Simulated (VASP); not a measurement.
# Mo (Im-3m) in VASP: notebook, part 2 of 2

VASP 6.6.1.

## 3. Single point, RPBE+D4

This run uses another cell than the first one, of 15.89 Å³/atom, 1.020 times its volume.

File INCAR:

```
PREC     = Accurate       # precision mode
ENCUT    = 520            # plane-wave cutoff, eV
EDIFF    = 1E-7           # SCF threshold, eV
ISMEAR   = -1             # smearing method
SIGMA    = 0.05           # smearing width, eV
LREAL    = F              # projectors in reciprocal space
LASPH    = T              # aspherical terms in the spheres
NELM     = 100            # most SCF steps
ALGO     = Normal         # electronic algorithm
ISIF     = 2              # what is computed and relaxed
LWAVE    = F              # write WAVECAR
LCHARG   = F              # write CHGCAR
GGA      = RP             # functional
IVDW     = 13             # dispersion correction
NBANDS   = 13             # bands
```

File KPOINTS:

```
Automatic mesh
0
Gamma
  12 12 12
```

File POSCAR:

```
Mo
1.0
   -1.5838089719      1.5838089719      1.5838089719
    1.5838089719     -1.5838089719      1.5838089719
    1.5838089719      1.5838089719     -1.5838089719
Mo
1
Direct
    0.0000000000      0.0000000000      0.0000000000
```

Potentials or basis: VASP PAW PBE potentials, release 64 (Mo_sv).

The run is started by

```console
$ cat potpaw_PBE.64/Mo_sv/POTCAR > POTCAR
$ mpirun -np 1 vasp_std > vasp.out
```

OUTCAR:

```text
PREC = Accurate
   ENCUT = 520
   EDIFF = 1E-7
   ISMEAR = -1
   LREAL = F
   LASPH = T
   NELM = 100
   ISIF = 2
   GGA = RP
   IVDW = 13

 ion  position               nearest neighbor table
   1  0.000  0.000  0.000-

  LATTYP: Found a body centered cubic cell.
 ALAT       =     3.1676179438

  Lattice vectors:

 A1 = (  -1.5838089719,   1.5838089719,   1.5838089719)
 A2 = (   1.5838089719,  -1.5838089719,   1.5838089719)
 A3 = (   1.5838089719,   1.5838089719,  -1.5838089719)

Analysis of symmetry for initial positions (statically):
=====================================================================
 Subroutine PRICEL returns:
 Original cell was already a primitive cell.

 Routine SETGRP: Setting up the symmetry group for a
 body centered cubic supercell.

 Subroutine GETGRP returns: Found 48 space group operations
 (whereof 48 operations were pure point group operations)
 out of a pool of 48 trial point group operations.

The static configuration has the point symmetry O_h .

Analysis of symmetry for dynamics (positions and initial velocities):
=====================================================================
 Subroutine PRICEL returns:
 Original cell was already a primitive cell.

 Routine SETGRP: Setting up the symmetry group for a
 body centered cubic supercell.

 Subroutine GETGRP returns: Found 48 space group operations
 (whereof 48 operations were pure point group operations)
 out of a pool of 48 trial point group operations.

The dynamic configuration has the point symmetry O_h .

 Subroutine INISYM returns: Found 48 space group operations
 (whereof 48 operations are pure point group operations),
 and found     1 'primitive' translations

----------------------------------------------------------------------------------------

                                     Primitive cell

  volume of cell :      15.8916

  direct lattice vectors                    reciprocal lattice vectors
    -1.583808972  1.583808972  1.583808972     0.000000000  0.315694638  0.315694638
     1.583808972 -1.583808972  1.583808972     0.315694638  0.000000000  0.315694638
     1.583808972  1.583808972 -1.583808972     0.315694638  0.315694638  0.000000000

  length of vectors
     2.743237609  2.743237609  2.743237609     0.446459639  0.446459639  0.446459639

  position of ions in fractional coordinates (direct lattice)
     0.000000000  0.000000000  0.000000000

  ion indices of the primitive-cell ions
   primitive index   ion index
                 1           1

----------------------------------------------------------------------------------------

 KPOINTS: Automatic mesh

Automatic generation of k-mesh.
 Grid dimensions read from file:
 generate k-points for:   12   12   12

 Generating k-lattice:

  Cartesian coordinates                     Fractional coordinates (reciprocal lattice)
     0.000000000  0.026307886  0.026307886     0.083333333  0.000000000  0.000000000
     0.026307886  0.000000000  0.026307886     0.000000000  0.083333333  0.000000000
     0.026307886  0.026307886  0.000000000     0.000000000  0.000000000  0.083333333

  Length of vectors
     0.037204970  0.037204970  0.037204970

  Shift w.r.t. Gamma in fractional coordinates (k-lattice)
     0.000000000  0.000000000  0.000000000

 Subroutine IBZKPT returns following result:
 ===========================================

 Found     72 irreducible k-points:

 Following reciprocal coordinates:
            Coordinates               Weight
  0.000000  0.000000  0.000000      1.000000
  0.083333  0.000000  0.000000     12.000000
  0.166667  0.000000  0.000000     12.000000
  0.250000  0.000000  0.000000     12.000000
  0.333333  0.000000  0.000000     12.000000
  0.416667  0.000000  0.000000     12.000000
[... 16 lines left out ...]
  0.333333  0.083333  0.083333     24.000000
  0.416667  0.083333  0.083333     12.000000
 [... further k-points ...]
   k-points           NKPTS =     72   k-points in BZ     NKDIM =     72   number of bands    NBANDS=     13
   number of dos      NEDOS =    301   number of ions     NIONS =      1
   total plane-waves  NPLWV =   8000
   dimension x,y,z NGX =    20 NGY =   20 NGZ =   20
   dimension x,y,z NGXF=    40 NGYF=   40 NGZF=   40
   ions per type =               1
   NGX,Y,Z   is equivalent  to a cutoff of  12.12, 12.12, 12.12 a.u.
   NGXF,Y,Z  is equivalent  to a cutoff of  24.24, 24.24, 24.24 a.u.
 SYSTEM =  unknown system
   PREC   = accura    normal or accurate (medium, high low for compatibility)
   ISTART =      0    job   : 0-new  1-cont  2-samecut
   ICHARG =      2    charge: 1-file 2-atom 10-const
   ISPIN  =      1    spin polarized calculation?
   LNONCOLLINEAR =      F non collinear calculations
   LSORBIT =      F    spin-orbit coupling
   LASPH  =      T    aspherical Exc in radial PAW
   ENCUT  =  520.0 eV  38.22 Ry    6.18 a.u.   5.10  5.10  5.10*2*pi/ulx,y,z
   NELM   =    100;   NELMIN=  2; NELMDL= -5     # of ELM steps
   EDIFF  = 0.1E-06   stopping-criterion for ELM
   LREAL  =      F    real-space projection
   EDIFFG = 0.1E-05   stopping-criterion for IOM
   NSW    =      0    number of steps for IOM
   IBRION =     -1    ionic relax: 0-MD 1-quasi-New 2-CG
   NFREE  =      0    steps in history (QN), initial steepest desc. (CG)
   ISIF   =      2    stress and relaxation
   ISYM   =      2    0-nonsym 1-usesym 2-fastsym
   POTIM  = 0.5000    time-step for ionic-motion
   TEBEG  =    0.0;   TEEND  =   0.0 temperature during run
   PSTRESS=    0.0 pullay stress
   NELECT =      14.0000    total number of electrons
   NUPDOWN=      -1.0000    fix difference up-down
   EMIN   =  10.00;   EMAX   =-10.00  energy-range for DOS
   EFERMI =   0.00;   METHOD = LEGACY
   ISMEAR =    -1;   SIGMA  =   0.05  broadening in eV -4-tet -1-fermi 0-gaus
   EFERMI_NEDOS =   21; number of points for ismear=-14 and -15
   IALGO  =     38    algorithm
   IMIX   =      4    mixing-type and parameters
     AMIX     =   0.40;   BMIX     =  1.00
     AMIX_MAG =   1.60;   BMIX_MAG =  1.00
  volume/ion in A,a.u.               =      15.89       107.24
  Fermi-wavevector in a.u.,A,eV,Ry     =   1.569380  2.965698 33.510508  2.462953
  Thomas-Fermi vector in A             =   2.671271
   LORBIT       =      0    0 simple, 1 ext, 2 COOP (PROOUT), +10 PAW based schemes
   GGA     = RP    functional components
   LHFCALC =     F    Hartree Fock is set to
   AEXX    =    0.0000 exact exchange contribution
   IVDW    =    13    specifies the selected vdW correction
   LEPSILON=     F    determine dielectric tensor
   LRPA    =     F    only Hartree local field effects (RPA)
 non-spin polarized calculation
  energy-cutoff  :      520.00
  volume of cell :       15.89
 maximum number of plane-waves:       442
   NGX = 11   NGY = 11   NGZ = 11

 number of electron      14.0000005 magnetization

 Free energy of the ion-electron system (eV)
  ---------------------------------------------------
  ext. energy  EPLUGINS =         0.00000000
  ---------------------------------------------------
  free energy    TOTEN  =       -10.37617533 eV

  energy without entropy =      -10.37358838  energy(sigma->0) =      -10.37488185

 E-fermi :  12.3586     XC(G=0): -13.2307

 val. band max:       12.3487451263   @ k =   0.5000   0.5000   0.0833
 cond. band min:      12.4040677824   @ k =  -0.3333   0.3333   0.2500
 fundamental gap:      0.0553226561
 Fermi energy:        12.3585695607

 k-point     1 :       0.0000    0.0000    0.0000
  band No.  band energies     occupation
      1     -48.8920      2.00000
      2     -22.1959      2.00000
      3     -22.1959      2.00000
      4     -22.1959      2.00000
      5       5.2381      2.00000
      6      11.0701      2.00000
      7      11.0701      2.00000
      8      11.0701      2.00000
      9      14.0413      0.00000
     10      14.0413      0.00000
     11      27.2001      0.00000
     12      27.2001      0.00000
     13      27.2001      0.00000
[... 353 lines left out ...]
 k-point    24 :       0.4167    0.0833    0.0833
  band No.  band energies     occupation
      1     -48.6397      2.00000
      2     -23.4350      2.00000
      3     -22.6824      2.00000
      4     -22.2949      2.00000
      5       7.7471      2.00000
      6       9.0700      2.00000
      7      12.6870      0.00280
      8      14.2187      0.00000
      9      14.7044      0.00000
     10      18.6199      0.00000
     11      23.2611      0.00000
     12      24.8437      0.00000
     13      28.2335      0.00000

 [... further k-points ...]

------------------------ aborting loop because EDIFF is reached ----------------------------------------

  DFT-D4 for vdW energy calculation

  Edisp (eV):   -1.10060

  FORCE on cell =-STRESS in cart. coord.  units (eV):
  Direction    XX          YY          ZZ          XY          YZ          ZX
  --------------------------------------------------------------------------------------
  -------------------------------------------------------------------------------------
  Total      -0.83584    -0.83584    -0.83584     0.00000    -0.00000     0.00000
  in kB     -84.26884   -84.26884   -84.26884     0.00000    -0.00000     0.00000
  external pressure =      -84.27 kB  Pullay stress =        0.00 kB

 VOLUME and BASIS-vectors are now :
 -----------------------------------------------------------------------------
  energy-cutoff  :      520.00
  volume of cell :       15.89
      direct lattice vectors                 reciprocal lattice vectors
    -1.583808972  1.583808972  1.583808972     0.000000000  0.315694638  0.315694638
     1.583808972 -1.583808972  1.583808972     0.315694638  0.000000000  0.315694638
     1.583808972  1.583808972 -1.583808972     0.315694638  0.315694638  0.000000000

 POSITION                                       TOTAL-FORCE (eV/Angst)
 -----------------------------------------------------------------------------------
      0.00000      0.00000      0.00000         0.000000      0.000000      0.000000
 -----------------------------------------------------------------------------------
    total drift:                                0.000000      0.000000      0.000000

  FREE ENERGIE OF THE ION-ELECTRON SYSTEM (eV)
  ---------------------------------------------------
  free  energy   TOTEN  =       -11.4767778578 eV

  energy  without entropy=      -11.4741908990  energy(sigma->0) =      -11.47548438
```

Wall time 7.5 s (1 thread of Intel Xeon Platinum 8375C at 2.90GHz (Ice Lake), shared host); peak memory 0.13 GiB.

Results:

| Quantity | Value |
| --- | --- |
| Free energy | -11.4768 eV |
| Pressure | -8.4 GPa |
| Band gap on the k mesh | zero (band 7 reaches 16.28 eV, above the bottom of band 8 at 11.07 eV) |
| Dispersion energy per atom | -1.101 eV |

Caveat: the PAW data sets were made with another functional, which shifts forces and pressure a little; pairwise dispersion overbinds metals, which lowers pressure and volume.

## 4. Single point, RPBE+D4

This run uses another cell than the first one, of 16.21 Å³/atom, 1.041 times its volume.

File INCAR:

```
SYSTEM = Mo
PREC = Accurate
ENCUT = 520
EDIFF = 1E-6
ISMEAR = -1
SIGMA = 0.05
LREAL = .False.
LASPH = .True.
NELM = 80
ALGO = Normal
ISIF = 2
LWAVE = .False.
LCHARG = .True.
GGA = RP
IVDW = 13
LELF = .True.
LVHAR = .True.
NBANDS = 13
```

File KPOINTS:

```
regular mesh
0
Gamma
  12 12 12
  0 0 0
```

File POSCAR:

```
Mo
1.0
   -1.5942980787      1.5942980787      1.5942980787
    1.5942980787     -1.5942980787      1.5942980787
    1.5942980787      1.5942980787     -1.5942980787
Mo
1
Direct
    0.0000000000      0.0000000000      0.0000000000
```

The run is started by

```console
$ cat potpaw_PBE.64/Mo_sv/POTCAR > POTCAR
$ mpirun -np 1 vasp_std > vasp.out
```

Wall time 7.3 s (1 thread of Intel Xeon Platinum 8375C at 2.90GHz (Ice Lake), shared host); peak memory 0.14 GiB.

The run converged. Its results:

| Quantity | Value |
| --- | --- |
| Free energy | -11.4556 eV |
| Pressure | -12.9 GPa |
| Band gap on the k mesh | zero (band 7 reaches 15.86 eV, above the bottom of band 8 at 10.80 eV) |
| Dispersion energy per atom | -1.080 eV |

Levels at points of the mesh, in eV from the Fermi level:
```csv
k point,band 5,band 6,band 7,band 8,band 9,band 10
"(0.00, 0.00, 0.00)",-7.06,-1.26,-1.26,-1.26,1.64,1.64
"(0.50, 0.00, 0.00)",-5.06,-3.19,1.53,1.65,2.25,4.52
"(0.50, 0.50, 0.50)",-5.12,-5.12,3.80,3.80,3.80,8.84
```

Caveat: the PAW data sets were made with another functional, which shifts forces and pressure a little; pairwise dispersion overbinds metals, which lowers pressure and volume.

## 5. Overview

```csv
cell,gap on the mesh (eV),pressure (GPa)
"a = 2.725 Å, angles 109.5°, 1 atom",none,-3.4
"a = 2.743 Å, angles 109.5°, 1 atom",none,-8.4
"a = 2.761 Å, angles 109.5°, 1 atom",none,-12.9
```

Alike in all rows: task single point; level RPBE+D4; potentials or basis VASP PAW PBE potentials, release 64 (Mo_sv); no spin polarisation; k mesh 12 × 12 × 12; cutoff (eV) 520; smearing fermi-dirac 0.05 eV.

Caveats: the PAW data sets were made with another functional, which shifts forces and pressure a little; pairwise dispersion overbinds metals, which lowers pressure and volume.

Absolute energies hang on the potentials; compare differences alone.
